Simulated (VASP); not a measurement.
# OsI (Pm-3m) in VASP: single point with PBE

Aim: the single point of OsI with PBE.

Everything below comes from runs of VASP 6.6.1. Logs are shortened: lines on timing, memory, paths and dates and some standing lists are left out, and cuts for length are marked.

## 1. The cell of the first run

The structure is cubic, space group Pm-3m (No. 221). The conventional cell has a = 3.385 Å, b = 3.385 Å, c = 3.385 Å, α = 90.00°, β = 90.00°, γ = 90.00°. Within 3.9 Å of Os (site symmetry m-3m) lie 8 I at 2.93 Å and 6 Os at 3.39 Å. Within 3.9 Å of I (site symmetry m-3m) lie 8 Os at 2.93 Å and 6 I at 3.39 Å.

## 2. Single point, PBE, collinear spin

Contents of POSCAR:

```
OsI
1.0
    3.3852947666      0.0000000000      0.0000000000
    0.0000000000      3.3852947666      0.0000000000
    0.0000000000      0.0000000000      3.3852947666
Os I
1 1
Direct
    0.5000000000      0.5000000000      0.5000000000
    0.0000000000      0.0000000000      0.0000000000
```

Contents of INCAR.step1:

```
SYSTEM = OsI
PREC = Accurate ; ENCUT = 520
EDIFF = 1E-6 ; ISMEAR = 0
SIGMA = 0.1 ; LREAL = .False.
LASPH = .True. ; NELM = 150
ALGO = Normal ; ISIF = 2
LWAVE = .False. ; LCHARG = .True.
ISPIN = 2 ; MAGMOM = 0.54 0
LMAXMIX = 4 ; GGA = PE
NBANDS = 18
```

Contents of KPOINTS.step1:

```
Automatic mesh
0
Gamma
  16 16 16
  0 0 0
```

Contents of INCAR.step2:

```
SYSTEM = OsI
PREC = Accurate ; ENCUT = 520
EDIFF = 1E-6 ; ISMEAR = -5
SIGMA = 0.1 ; LREAL = .False.
LASPH = .True. ; NELM = 150
ALGO = Normal ; ISIF = 2
LWAVE = .False. ; LCHARG = .False.
ISPIN = 2 ; MAGMOM = 0.54 0
LORBIT = 11 ; LMAXMIX = 4
GGA = PE ; NEDOS = 1001
ICHARG = 11
```

Contents of KPOINTS.step2:

```
Automatic mesh
0
Gamma
  24 24 24
  0 0 0
```

Potentials or basis: VASP PAW PBE potentials, release 64 (Os, I).

Command:

```sh
$ cat potpaw_PBE.64/Os/POTCAR potpaw_PBE.64/I/POTCAR > POTCAR
$ cp INCAR.step1 INCAR
$ cp KPOINTS.step1 KPOINTS
$ mpirun -np 1 vasp_std > vasp.out
$ cp INCAR.step2 INCAR
$ cp KPOINTS.step2 KPOINTS
$ mpirun -np 1 vasp_std > vasp.out
```

OUTCAR:

```text
SYSTEM = OsI
   PREC = Accurate
   ENCUT = 520
   EDIFF = 1E-6
   ISMEAR = -5
   LREAL = .False.
   LASPH = .True.
   NELM = 150
   ISIF = 2
   ISPIN = 2
   LORBIT = 11
   GGA = PE
   ICHARG = 11

 ion  position               nearest neighbor table
   1  0.500  0.500  0.500-   2 2.93   2 2.93   2 2.93   2 2.93   2 2.93   2 2.93   2 2.93   2 2.93

   2  0.000  0.000  0.000-   1 2.93   1 2.93   1 2.93   1 2.93   1 2.93   1 2.93   1 2.93   1 2.93

  LATTYP: Found a simple cubic cell.
 ALAT       =     3.3852947666

  Lattice vectors:

 A1 = (   3.3852947666,   0.0000000000,   0.0000000000)
 A2 = (   0.0000000000,   3.3852947666,   0.0000000000)
 A3 = (   0.0000000000,   0.0000000000,   3.3852947666)

Analysis of symmetry for initial positions (statically):
=====================================================================
 Subroutine PRICEL returns:
 Original cell was already a primitive cell.

 Routine SETGRP: Setting up the symmetry group for a
 simple cubic supercell.

 Subroutine GETGRP returns: Found 48 space group operations
 (whereof 48 operations were pure point group operations)
 out of a pool of 48 trial point group operations.

The static configuration has the point symmetry O_h .

Analysis of symmetry for dynamics (positions and initial velocities):
=====================================================================
 Subroutine PRICEL returns:
 Original cell was already a primitive cell.

 Routine SETGRP: Setting up the symmetry group for a
 simple cubic supercell.

 Subroutine GETGRP returns: Found 48 space group operations
 (whereof 48 operations were pure point group operations)
 out of a pool of 48 trial point group operations.

The dynamic configuration has the point symmetry O_h .

Analysis of structural, dynamic, and magnetic symmetry:
=====================================================================
 Subroutine PRICEL returns:
 Original cell was already a primitive cell.

 Routine SETGRP: Setting up the symmetry group for a
 simple cubic supercell.

 Subroutine GETGRP returns: Found 48 space group operations
 (whereof 48 operations were pure point group operations)
 out of a pool of 48 trial point group operations.

The overall configuration has the point symmetry O_h .

 Subroutine INISYM returns: Found 48 space group operations
 (whereof 48 operations are pure point group operations),
 and found     1 'primitive' translations

----------------------------------------------------------------------------------------

                                     Primitive cell

  volume of cell :      38.7962

  direct lattice vectors                    reciprocal lattice vectors
     3.385294767  0.000000000  0.000000000     0.295395252  0.000000000  0.000000000
     0.000000000  3.385294767  0.000000000     0.000000000  0.295395252  0.000000000
     0.000000000  0.000000000  3.385294767     0.000000000  0.000000000  0.295395252

  length of vectors
     3.385294767  3.385294767  3.385294767     0.295395252  0.295395252  0.295395252

  position of ions in fractional coordinates (direct lattice)
     0.500000000  0.500000000  0.500000000
     0.000000000  0.000000000  0.000000000

  ion indices of the primitive-cell ions
   primitive index   ion index
                 1           1
                 2           2

----------------------------------------------------------------------------------------

 KPOINTS: Automatic mesh

Automatic generation of k-mesh.
 Grid dimensions read from file:
 generate k-points for:   24   24   24

 Generating k-lattice:

  Cartesian coordinates                     Fractional coordinates (reciprocal lattice)
     0.012308135  0.000000000  0.000000000     0.041666667  0.000000000  0.000000000
     0.000000000  0.012308135  0.000000000     0.000000000  0.041666667  0.000000000
     0.000000000  0.000000000  0.012308135     0.000000000  0.000000000  0.041666667

  Length of vectors
     0.012308135  0.012308135  0.012308135

  Shift w.r.t. Gamma in fractional coordinates (k-lattice)
     0.000000000  0.000000000  0.000000000

 TETIRR: Found   6890 inequivalent tetrahedra from    82944

 Subroutine IBZKPT returns following result:
 ===========================================

 Found    455 irreducible k-points:

 Following reciprocal coordinates:
            Coordinates               Weight
  0.000000  0.000000  0.000000      1.000000
  0.041667  0.000000  0.000000      6.000000
  0.083333  0.000000  0.000000      6.000000
  0.125000  0.000000  0.000000      6.000000
  0.166667  0.000000  0.000000      6.000000
  0.208333  0.000000  0.000000      6.000000
[... 16 lines left out ...]
  0.416667  0.041667  0.000000     24.000000
  0.458333  0.041667  0.000000     24.000000
 [... further k-points ...]
   k-points           NKPTS =    455   k-points in BZ     NKDIM =    455   number of bands    NBANDS=     11
   number of dos      NEDOS =   1001   number of ions     NIONS =      2
   total plane-waves  NPLWV =  21952
   dimension x,y,z NGX =    28 NGY =   28 NGZ =   28
   dimension x,y,z NGXF=    56 NGYF=   56 NGZF=   56
   ions per type =               1   1
   NGX,Y,Z   is equivalent  to a cutoff of  13.75, 13.75, 13.75 a.u.
   NGXF,Y,Z  is equivalent  to a cutoff of  27.50, 27.50, 27.50 a.u.
 SYSTEM =  OsI
   PREC   = accura    normal or accurate (medium, high low for compatibility)
   ISTART =      0    job   : 0-new  1-cont  2-samecut
   ICHARG =     11    charge: 1-file 2-atom 10-const
   ISPIN  =      2    spin polarized calculation?
   LNONCOLLINEAR =      F non collinear calculations
   LSORBIT =      F    spin-orbit coupling
   LASPH  =      T    aspherical Exc in radial PAW
   ENCUT  =  520.0 eV  38.22 Ry    6.18 a.u.   6.29  6.29  6.29*2*pi/ulx,y,z
   NELM   =    150;   NELMIN=  2; NELMDL=  0     # of ELM steps
   EDIFF  = 0.1E-05   stopping-criterion for ELM
   LREAL  =      F    real-space projection
   EDIFFG = 0.1E-04   stopping-criterion for IOM
   NSW    =      0    number of steps for IOM
   IBRION =     -1    ionic relax: 0-MD 1-quasi-New 2-CG
   NFREE  =      0    steps in history (QN), initial steepest desc. (CG)
   ISIF   =      2    stress and relaxation
   ISYM   =      2    0-nonsym 1-usesym 2-fastsym
   POTIM  = 0.5000    time-step for ionic-motion
   TEBEG  =    0.0;   TEEND  =   0.0 temperature during run
   PSTRESS=    0.0 pullay stress
   NELECT =      15.0000    total number of electrons
   NUPDOWN=      -1.0000    fix difference up-down
   EMIN   =  10.00;   EMAX   =-10.00  energy-range for DOS
   EFERMI =   0.00;   METHOD = LEGACY
   ISMEAR =    -5;   SIGMA  =   0.10  broadening in eV -4-tet -1-fermi 0-gaus
   EFERMI_NEDOS =   21; number of points for ismear=-14 and -15
   IALGO  =     38    algorithm
   IMIX   =      4    mixing-type and parameters
     AMIX     =   0.40;   BMIX     =  1.00
     AMIX_MAG =   1.60;   BMIX_MAG =  1.00
  volume/ion in A,a.u.               =      19.40       130.90
  Fermi-wavevector in a.u.,A,eV,Ry     =   1.192638  2.253760 19.352739  1.422386
  Thomas-Fermi vector in A             =   2.328672
   LORBIT       =     11    0 simple, 1 ext, 2 COOP (PROOUT), +10 PAW based schemes
   GGA     = PE    functional components
   LHFCALC =     F    Hartree Fock is set to
   AEXX    =    0.0000 exact exchange contribution
   IVDW    =     0    specifies the selected vdW correction
   LEPSILON=     F    determine dielectric tensor
   LRPA    =     F    only Hartree local field effects (RPA)
 spin polarized calculation
 Fermi weights with tetrahedron method with Bloechl corrections
  energy-cutoff  :      520.00
  volume of cell :       38.80
 maximum number of plane-waves:      1068
 NGX is ok and might be reduce to    28

 number of electron      15.0000000 magnetization       0.5236385

 Free energy of the ion-electron system (eV)
  ---------------------------------------------------
  ext. energy  EPLUGINS =         0.00000000
  ---------------------------------------------------
  free energy    TOTEN  =        -9.14752600 eV

  energy without entropy =       -9.14752600  energy(sigma->0) =       -9.14752600

 E-fermi :  10.3959     XC(G=0): -12.0685

 val. band max:       10.4969937850   @ k =   0.5000   0.4583   0.4167
 cond. band min:      10.3255307137   @ k =   0.4583   0.3333   0.0000
 fundamental gap:     -0.1714630713
 Fermi energy:        10.3958816009

 spin component 1

 k-point     1 :       0.0000    0.0000    0.0000
  band No.  band energies     occupation
      1      -6.6297      1.00000
      2       6.3825      1.00000
      3       6.3825      1.00000
      4       7.1739      1.00000
      5       7.1739      1.00000
      6       7.1739      1.00000
      7       9.2954      1.00000
      8       9.2954      1.00000
      9       9.2954      1.00000
     10      10.1080      1.15318
     11      17.2138      0.00000

 k-point     2 :       0.0417    0.0000    0.0000
  band No.  band energies     occupation
      1      -6.6115      1.00000
      2       6.1863      1.00000
      3       6.3914      1.00000
      4       7.1323      1.00000
      5       7.1323      1.00000
      6       7.2132      1.00000
      7       9.2976      1.00000
      8       9.3541      1.00000
      9       9.3541      1.00000
     10      10.2828      0.55419
     11      17.1786      0.00000
[... 295 lines left out ...]
 k-point    24 :       0.4583    0.0417    0.0000
  band No.  band energies     occupation
      1      -5.2139      1.00000
      2       0.8429      1.00000
      3       5.7879      1.00000
      4       5.8619      1.00000
      5       6.9861      1.00000
      6       9.3963      1.00000
      7      10.0872      1.00000
      8      12.1323      0.00000
      9      12.3314      0.00000
     10      14.1727      0.00000
     11      14.6935      0.00000

 [... further k-points ...]

 spin component 2

 k-point     1 :       0.0000    0.0000    0.0000
  band No.  band energies     occupation
      1      -6.6140      1.00000
      2       6.7213      1.00000
      3       6.7213      1.00000
      4       7.1825      1.00000
      5       7.1825      1.00000
      6       7.1825      1.00000
      7       9.5303      1.00000
      8       9.5303      1.00000
      9       9.5303      1.00000
     10      10.2534      0.69246
     11      17.3455      0.00000

 k-point     2 :       0.0417    0.0000    0.0000
  band No.  band energies     occupation
      1      -6.5959      1.00000
      2       6.4194      1.00000
      3       6.7308      1.00000
      4       7.1463      1.00000
      5       7.1463      1.00000
      6       7.3356      1.00000
      7       9.5326      1.00000
      8       9.5835      1.00000
      9       9.5835      1.00000
     10      10.4228      0.05379
     11      17.2816      0.00000
[... 295 lines left out ...]
 k-point    24 :       0.4583    0.0417    0.0000
  band No.  band energies     occupation
      1      -5.2054      1.00000
      2       0.8967      1.00000
      3       5.8799      1.00000
      4       5.9567      1.00000
      5       7.3784      1.00000
      6       9.6358      1.00000
      7      10.5668     -0.03136
      8      12.2825      0.00000
      9      12.4829      0.00000
     10      14.2502      0.00000
     11      14.6913      0.00000

 [... further k-points ...]

------------------------ aborting loop because EDIFF is reached ----------------------------------------

  FORCE on cell =-STRESS in cart. coord.  units (eV):
  Direction    XX          YY          ZZ          XY          YZ          ZX
  --------------------------------------------------------------------------------------
  -------------------------------------------------------------------------------------
  Total       -0.0449584     -0.0449584     -0.0449584      0.0000000     -0.0000000      0.0000000
  in kB       -1.8566562     -1.8566562     -1.8566562      0.0000000     -0.0000000      0.0000000
  external PRESSURE =      -1.8566562 kB  Pullay stress =       0.0000000 kB

 VOLUME and BASIS-vectors are now :
 -----------------------------------------------------------------------------
  energy-cutoff  :      520.00
  volume of cell :       38.80
      direct lattice vectors                 reciprocal lattice vectors
     3.385294767  0.000000000  0.000000000     0.295395252  0.000000000  0.000000000
     0.000000000  3.385294767  0.000000000     0.000000000  0.295395252  0.000000000
     0.000000000  0.000000000  3.385294767     0.000000000  0.000000000  0.295395252

 POSITION                                       TOTAL-FORCE (eV/Angst)
 -----------------------------------------------------------------------------------
      1.69265      1.69265      1.69265         0.000000      0.000000      0.000000
      0.00000      0.00000      0.00000         0.000000      0.000000      0.000000
 -----------------------------------------------------------------------------------
    total drift:                                0.000000      0.000000      0.000000

  FREE ENERGIE OF THE ION-ELECTRON SYSTEM (eV)
  ---------------------------------------------------
  free  energy   TOTEN  =        -9.1475260020 eV

  energy  without entropy=       -9.1475260020  energy(sigma->0) =       -9.14752600

 total charge

# of ion       s       p       d       tot
------------------------------------------
    1        0.435   0.345   6.118   6.898
    2        1.577   2.431   0.196   4.204
--------------------------------------------------
tot          2.012   2.776   6.313  11.102

 magnetization (x)

# of ion       s       p       d       tot
------------------------------------------
    1        0.003  -0.002   0.514   0.515
    2        0.002   0.014  -0.006   0.011
--------------------------------------------------
tot          0.005   0.012   0.509   0.526
```

Run time: 3.1 min. Hardware: 1 thread of AMD EPYC 9R45 (Zen 5), shared host; peak memory 0.43 GiB.

What came out:

```
Net moment                                            : 0.52 μB per cell
Site moments                                          : Os +0.52; I +0.01 μB
Valence electrons inside the program's atomic spheres : Os 6.90; I 4.20
```

Caveat: spin-orbit coupling is left out, which moves the levels of the heavy elements.
